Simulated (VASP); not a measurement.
# MgSb2 (Cmcm) in VASP: further runs, part 2 of 2

VASP 6.6.1.

**3. Single point, PBEsol**

This run uses another cell than the first one, of 25.31 Å³/atom, 1.032 times its volume.

Contents of INCAR:

```
  PREC = Accurate
  ENCUT = 520
  EDIFF = 1E-6
  ISMEAR = -1
  SIGMA = 0.1
  LREAL = False
  LASPH = True
  NELM = 80
  ALGO = Normal
  ISIF = 2
  LWAVE = False
  LCHARG = False
  GGA = PS
  NBANDS = 21
```

Contents of KPOINTS:

```
regular mesh
0
Gamma
  4 4 4
```

Contents of POSCAR:

```
MgSb2
1.0
    4.6660913990     -2.9213306804      0.0000000000
    4.6660913990      2.9213306804      0.0000000000
    0.0000000000      0.0000000000      5.5693183292
Mg Sb
2 4
Direct
    0.3158800000      0.6841200000      0.7500000000
    0.6841200000      0.3158800000      0.2500000000
    0.6345700000      0.0337800000      0.7500000000
    0.9662200000      0.3654300000      0.7500000000
    0.0337800000      0.6345700000      0.2500000000
    0.3654300000      0.9662200000      0.2500000000
```

Potentials or basis: VASP PAW PBE potentials, release 64 (Mg, Sb).

The run is started by

```
$ cat potpaw_PBE.64/Mg/POTCAR potpaw_PBE.64/Sb/POTCAR > POTCAR
$ mpirun -np 1 vasp_std > vasp.out
```

OUTCAR:

```text
PREC = Accurate
   ENCUT = 520
   EDIFF = 1E-6
   ISMEAR = -1
   LREAL = False
   LASPH = True
   NELM = 80
   ISIF = 2
   GGA = PS

 ion  position               nearest neighbor table
   1  0.316  0.684  0.750-   3 3.12   4 3.12   4 3.23   3 3.23   6 3.26   5 3.26   6 3.26   5 3.26
                             4 3.39   3 3.39   2 3.52   2 3.52
   2  0.684  0.316  0.250-   5 3.12   6 3.12   6 3.23   5 3.23   4 3.26   3 3.26   4 3.26   3 3.26
                             5 3.39   6 3.39   1 3.52   1 3.52
   3  0.635  0.034  0.750-   4 3.10   1 3.12   1 3.23   6 3.25   6 3.25   2 3.26   2 3.26   4 3.32
                             4 3.32   1 3.39   5 3.63   5 3.63
   4  0.966  0.365  0.750-   3 3.10   1 3.12   1 3.23   5 3.25   5 3.25   2 3.26   2 3.26   3 3.32
                             3 3.32   1 3.39   6 3.63   6 3.63
   5  0.034  0.635  0.250-   6 3.10   2 3.12   2 3.23   4 3.25   4 3.25   1 3.26   1 3.26   6 3.32
                             6 3.32   2 3.39   3 3.63   3 3.63
   6  0.365  0.966  0.250-   5 3.10   2 3.12   2 3.23   3 3.25   3 3.25   1 3.26   1 3.26   5 3.32
                             5 3.32   2 3.39   4 3.63   4 3.63

  LATTYP: Found a base centered orthorhombic cell.
 ALAT       =     5.8426613608
 B/A-ratio  =     1.5972486204
 C/A-ratio  =     0.9532160064
[... 192 lines left out ...]
 Fermi energy:         6.7062960701

 k-point     1 :       0.0000    0.0000    0.0000
  band No.  band energies     occupation
      1      -5.3744      2.00000
      2      -2.4560      2.00000
      3      -1.4408      2.00000
      4      -0.1567      2.00000
      5       1.5822      2.00000
      6       2.7700      2.00000
[... 493 lines left out ...]
     20      10.7880      0.00000
     21      11.4135      0.00000

------------------------ aborting loop because EDIFF is reached ----------------------------------------

  FORCE on cell =-STRESS in cart. coord.  units (eV):
  Direction    XX          YY          ZZ          XY          YZ          ZX
  --------------------------------------------------------------------------------------
  -------------------------------------------------------------------------------------
  Total        0.5631619     -1.6649125     -2.3774608      0.0000000      0.0000000      0.0000000
  in kB        5.9426188    -17.5685529    -25.0875327      0.0000000      0.0000000      0.0000000
  external PRESSURE =     -12.2378223 kB  Pullay stress =       0.0000000 kB

 VOLUME and BASIS-vectors are now :
 -----------------------------------------------------------------------------
  energy-cutoff  :      520.00
  volume of cell :      151.83
      direct lattice vectors                 reciprocal lattice vectors
     4.666091399 -2.921330680  0.000000000     0.107156066 -0.171154879  0.000000000
     4.666091399  2.921330680  0.000000000     0.107156066  0.171154879  0.000000000
     0.000000000  0.000000000  5.569318329     0.000000000  0.000000000  0.179555188

 POSITION                                       TOTAL-FORCE (eV/Angst)
 -----------------------------------------------------------------------------------
      4.66609      1.07575      4.17699        -0.000000      0.071372      0.000000
      4.66609     -1.07575      1.39233        -0.000000     -0.071372      0.000000
      3.11858     -1.75511      4.17699         0.299371      0.030162      0.000000
      6.21360     -1.75511      4.17699        -0.299371      0.030162      0.000000
      3.11858      1.75511      1.39233         0.299371     -0.030162      0.000000
      6.21360      1.75511      1.39233        -0.299371     -0.030162      0.000000
 -----------------------------------------------------------------------------------
    total drift:                               -0.000000      0.000000      0.000000

  FREE ENERGIE OF THE ION-ELECTRON SYSTEM (eV)
  ---------------------------------------------------
  free  energy   TOTEN  =       -21.8284558712 eV

  energy  without entropy=      -21.7081511032  energy(sigma->0) =      -21.76830349
```

stdout:

```text
POSCAR found type information on POSCAR MgSb
 POSCAR found :  2 types and       6 ions
 scaLAPACK will be used
 -----------------------------------------------------------------------------
|                                                                             |
|                                                                             |
|     You enforced a specific xc type in the INCAR file but a different       |
|     I HOPE YOU KNOW WHAT YOU ARE DOING!                                     |
|                                                                             |
 -----------------------------------------------------------------------------

 LDA part: xc-table for (Slater+PW92), standard interpolation
 POSCAR, INCAR and KPOINTS ok, starting setup
 FFT: planning ... GRIDC
 FFT: planning ... GRID_SOFT
 FFT: planning ... GRID
 WAVECAR not read
 entering main loop
```

It took 2.4 min on 1 thread of AMD EPYC 7R13, shared host; peak memory 0.24 GiB.

What came out:

```yaml
Free_energy: -21.8285 eV
Pressure: -1.2 GPa
Largest_force: 0.301 eV/Å
Band_gap_on_the_k_mesh: zero (band 12 reaches 7.54 eV, above the bottom of band 13 at 5.38 eV)
```

Forces in eV/Å, atoms in the order of the input:
```
Mg   0.000  0.071  0.000
Mg   0.000 -0.071  0.000
Sb   0.299  0.030  0.000
Sb  -0.299  0.030  0.000
Sb   0.299 -0.030  0.000
Sb  -0.299 -0.030  0.000
```

Caveat: the PAW data sets were made with another functional, which shifts forces and pressure a little; spin-orbit coupling is left out, which moves the levels of the heavy elements.

**4. Single point, PBEsol**

This run uses another cell than the first one, of 26.08 Å³/atom, 1.063 times its volume.

Contents of INCAR:

```
  PREC = Accurate
  ENCUT = 520
  EDIFF = 1E-6
  ISMEAR = -1
  SIGMA = 0.1
  LREAL = F
  LASPH = T
  NELM = 80
  ALGO = Normal
  ISIF = 2
  LWAVE = F
  LCHARG = F
  GGA = PS
  NBANDS = 21
```

KPOINTS is that of step 3.

POSCAR: that of step 3 with these lines changed.

```diff
@@ -2,5 +2,5 @@
 1.0
-    4.6660913990     -2.9213306804      0.0000000000
-    4.6660913990      2.9213306804      0.0000000000
-    0.0000000000      0.0000000000      5.5693183292
+    4.7132268256     -2.9508410685      0.0000000000
+    4.7132268256      2.9508410685      0.0000000000
+    0.0000000000      0.0000000000      5.6255778777
 Mg Sb
```

The run is started by

```
$ cat potpaw_PBE.64/Mg/POTCAR potpaw_PBE.64/Sb/POTCAR > POTCAR
$ mpirun -np 1 vasp_std > vasp.out
```

It took 2.4 min on 1 thread of AMD EPYC 7R13, shared host; peak memory 0.24 GiB.

The run converged. Its results:

* Free energy: -21.7714 eV
* Pressure: -2.7 GPa
* Largest force: 0.262 eV/Å
* Band gap on the k mesh: zero (band 12 reaches 7.17 eV, above the bottom of band 13 at 5.11 eV)

Forces on the atoms (eV/Å):
```
Mg   0.000  0.064  0.000
Mg   0.000 -0.064  0.000
Sb   0.258  0.043  0.000
Sb  -0.258  0.043  0.000
Sb   0.258 -0.043  0.000
Sb  -0.258 -0.043  0.000
```

Stress tensor (GPa, compression positive):
```
-1.32  0.00  0.00
 0.00 -3.01  0.00
 0.00  0.00 -3.70
```

Levels at points of the mesh, in eV from the Fermi level:
```tsv
k point	band 10	band 11	band 12	band 13	band 14	band 15
(0.00, 0.00, 0.00)	-1.24	-1.19	-0.89	0.56	0.56	0.75
(0.50, 0.00, 0.00)	-2.20	-0.30	-0.01	0.28	0.54	1.76
(0.50, 0.50, 0.00)	-2.10	-2.02	0.13	0.76	1.26	1.86
(0.00, 0.00, 0.50)	-1.90	-1.69	-1.69	-1.27	-1.27	1.29
(0.50, 0.00, 0.50)	-0.28	0.61	0.61	1.02	1.02	1.87
(0.50, 0.50, 0.50)	-0.60	0.72	0.72	1.70	1.70	1.95
```

Caveat: the PAW data sets were made with another functional, which shifts forces and pressure a little; spin-orbit coupling is left out, which moves the levels of the heavy elements.

**5. Single point, PBEsol**

This run uses another cell than the first one, of 26.85 Å³/atom, 1.095 times its volume.

Contents of INCAR:

```
SYSTEM = MgSb2
PREC     = Accurate       ! precision mode
ENCUT    = 520            ! plane-wave cutoff, eV
EDIFF    = 1E-6           ! SCF threshold, eV
ISMEAR   = -1             ! smearing method
SIGMA    = 0.1            ! smearing width, eV
LREAL    = .False.        ! projectors in reciprocal space
LASPH    = .True.         ! aspherical terms in the spheres
NELM     = 80             ! most SCF steps
ALGO     = Normal         ! electronic algorithm
ISIF     = 2              ! what is computed and relaxed
LWAVE    = .False.        ! write WAVECAR
LCHARG   = .False.        ! write CHGCAR
GGA      = PS             ! functional
NBANDS   = 21             ! bands
```

Contents of KPOINTS:

```
Automatic mesh
0
Gamma
  4 4 4
  0 0 0
```

POSCAR: that of step 4 with these lines changed.

```diff
@@ -2,5 +2,5 @@
 1.0
-    4.7132268256     -2.9508410685      0.0000000000
-    4.7132268256      2.9508410685      0.0000000000
-    0.0000000000      0.0000000000      5.6255778777
+    4.7594378786     -2.9797727278      0.0000000000
+    4.7594378786      2.9797727278      0.0000000000
+    0.0000000000      0.0000000000      5.6807341192
 Mg Sb
```

The run is started by

```
$ cat potpaw_PBE.64/Mg/POTCAR potpaw_PBE.64/Sb/POTCAR > POTCAR
$ mpirun -np 1 vasp_std > vasp.out
```

Run time: 2.1 min. Hardware: 1 thread of AMD EPYC 7R13, shared host; peak memory 0.24 GiB.

Results (log left out):

* Free energy: -21.6756 eV
* Pressure: -3.9 GPa
* Largest force: 0.227 eV/Å
* Band gap on the k mesh: zero (band 12 reaches 6.83 eV, above the bottom of band 13 at 4.86 eV)

Forces on the atoms (eV/Å):
```
Mg   0.000  0.058  0.000
Mg   0.000 -0.058  0.000
Sb   0.220  0.054  0.000
Sb  -0.220  0.054  0.000
Sb   0.220 -0.054  0.000
Sb  -0.220 -0.054  0.000
```

Stress tensor (GPa, compression positive):
```
-2.94  0.00  0.00
 0.00 -4.05  0.00
 0.00  0.00 -4.71
```

Levels at points of the mesh, in eV from the Fermi level:
```csv
k point,band 10,band 11,band 12,band 13,band 14,band 15
"(0.00, 0.00, 0.00)",-1.21,-1.15,-0.86,0.53,0.55,0.75
"(0.50, 0.00, 0.00)",-2.17,-0.30,0.01,0.28,0.55,1.66
"(0.50, 0.50, 0.00)",-2.03,-1.96,0.12,0.75,1.20,1.91
"(0.00, 0.00, 0.50)",-1.83,-1.67,-1.67,-1.22,-1.22,1.27
"(0.50, 0.00, 0.50)",-0.28,0.58,0.58,0.96,0.96,1.84
"(0.50, 0.50, 0.50)",-0.65,0.68,0.68,1.65,1.65,1.90
```

Caveat: the PAW data sets were made with another functional, which shifts forces and pressure a little; spin-orbit coupling is left out, which moves the levels of the heavy elements.

**6. Single point, PBEsol**

This run uses another cell than the first one, of 27.63 Å³/atom, 1.126 times its volume.

Contents of INCAR:

```
SYSTEM = MgSb2
PREC = Accurate
ENCUT = 520
EDIFF = 1E-7
ISMEAR = -1
SIGMA = 0.1
LREAL = .False.
LASPH = .True.
NELM = 80
ALGO = Normal
ISIF = 2
LWAVE = .False.
LCHARG = .False.
GGA = PS
NBANDS = 21
```

Contents of KPOINTS:

```
regular mesh
0
Gamma
  4 4 4
  0 0 0
```

POSCAR: that of step 5 with these lines changed.

```diff
@@ -2,5 +2,5 @@
 1.0
-    4.7594378786     -2.9797727278      0.0000000000
-    4.7594378786      2.9797727278      0.0000000000
-    0.0000000000      0.0000000000      5.6807341192
+    4.8047685866     -3.0081532238      0.0000000000
+    4.8047685866      3.0081532238      0.0000000000
+    0.0000000000      0.0000000000      5.7348396053
 Mg Sb
```

Potentials or basis: VASP PAW PBE potentials, release 64 (Mg, Sb).

The run is started by

```
$ cat potpaw_PBE.64/Mg/POTCAR potpaw_PBE.64/Sb/POTCAR > POTCAR
$ mpirun -np 1 vasp_std > vasp.out
```

OUTCAR:

```text
SYSTEM = MgSb2
   PREC = Accurate
   ENCUT = 520
   EDIFF = 1E-7
   ISMEAR = -1
   LREAL = .False.
   LASPH = .True.
   NELM = 80
   ISIF = 2
   GGA = PS

 ion  position               nearest neighbor table
   1  0.316  0.684  0.750-   3 3.21   4 3.21   4 3.32   3 3.32   6 3.35   5 3.35   6 3.35   5 3.35
                             4 3.49   3 3.49   2 3.62   2 3.62
   2  0.684  0.316  0.250-   5 3.21   6 3.21   6 3.32   5 3.32   4 3.35   3 3.35   4 3.35   3 3.35
                             5 3.49   6 3.49   1 3.62   1 3.62
[... 715 lines left out ...]
  -------------------------------------------------------------------------------------
  Total       -4.4816017     -5.1073351     -5.7553999      0.0000000      0.0000000      0.0000000
  in kB      -43.3131864    -49.3606915    -55.6240215      0.0000000      0.0000000      0.0000000
  external PRESSURE =     -49.4326331 kB  Pullay stress =       0.0000000 kB

 VOLUME and BASIS-vectors are now :
 -----------------------------------------------------------------------------
  energy-cutoff  :      520.00
  volume of cell :      165.78
      direct lattice vectors                 reciprocal lattice vectors
     4.804768587 -3.008153224  0.000000000     0.104063284 -0.166214937  0.000000000
     4.804768587  3.008153224  0.000000000     0.104063284  0.166214937  0.000000000
     0.000000000  0.000000000  5.734839605     0.000000000  0.000000000  0.174372793

 POSITION                                       TOTAL-FORCE (eV/Angst)
 -----------------------------------------------------------------------------------
      4.80477      1.10772      4.30113        -0.000000      0.051082     -0.000000
      4.80477     -1.10772      1.43371        -0.000000     -0.051082      0.000000
      3.21127     -1.80727      4.30113         0.185156      0.064072     -0.000000
      6.39827     -1.80727      4.30113        -0.185156      0.064072     -0.000000
      3.21127      1.80727      1.43371         0.185156     -0.064072      0.000000
      6.39827      1.80727      1.43371        -0.185156     -0.064072      0.000000
 -----------------------------------------------------------------------------------
    total drift:                                0.000000     -0.000000      0.000000

  FREE ENERGIE OF THE ION-ELECTRON SYSTEM (eV)
  ---------------------------------------------------
  free  energy   TOTEN  =       -21.5468760235 eV

  energy  without entropy=      -21.4190230407  energy(sigma->0) =      -21.48294953
```

It took 2.5 min on 1 thread of AMD EPYC 7R13, shared host; peak memory 0.26 GiB.

What came out:

| Quantity | Value |
| --- | --- |
| Free energy | -21.5469 eV |
| Pressure | -4.9 GPa |
| Largest force | 0.196 eV/Å |
| Band gap on the k mesh | zero (band 12 reaches 6.51 eV, above the bottom of band 13 at 4.62 eV) |

Forces on the atoms (eV/Å):
```
Mg   0.000  0.051  0.000
Mg   0.000 -0.051  0.000
Sb   0.185  0.064  0.000
Sb  -0.185  0.064  0.000
Sb   0.185 -0.064  0.000
Sb  -0.185 -0.064  0.000
```

Stress tensor (GPa, compression positive):
```
-4.33  0.00  0.00
 0.00 -4.94  0.00
 0.00  0.00 -5.56
```

Caveat: the PAW data sets were made with another functional, which shifts forces and pressure a little; spin-orbit coupling is left out, which moves the levels of the heavy elements.

**7. The runs side by side**

| cell | gap on the mesh (eV) | pressure (GPa) | largest force (eV/Å) |
| --- | --- | --- | --- |
| a = 5.448, b = 5.448, c = 5.512 Å, angles 90.0, 90.0, 64.1°, 6 atoms | none | 0.5 | 0.34 |
| a = 5.505, b = 5.505, c = 5.569 Å, angles 90.0, 90.0, 64.1°, 6 atoms | none | -1.2 | 0.30 |
| a = 5.561, b = 5.561, c = 5.626 Å, angles 90.0, 90.0, 64.1°, 6 atoms | none | -2.7 | 0.26 |
| a = 5.615, b = 5.615, c = 5.681 Å, angles 90.0, 90.0, 64.1°, 6 atoms | none | -3.9 | 0.23 |
| a = 5.669, b = 5.669, c = 5.735 Å, angles 90.0, 90.0, 64.1°, 6 atoms | none | -4.9 | 0.20 |

Alike in all rows: task single point; level PBEsol; potentials or basis VASP PAW PBE potentials, release 64 (Mg, Sb); no spin polarisation; k mesh 4 × 4 × 4; cutoff (eV) 520; smearing fermi-dirac 0.1 eV.

Caveats: the PAW data sets were made with another functional, which shifts forces and pressure a little; spin-orbit coupling is left out, which moves the levels of the heavy elements.

Absolute energies hang on the potentials; compare differences alone.
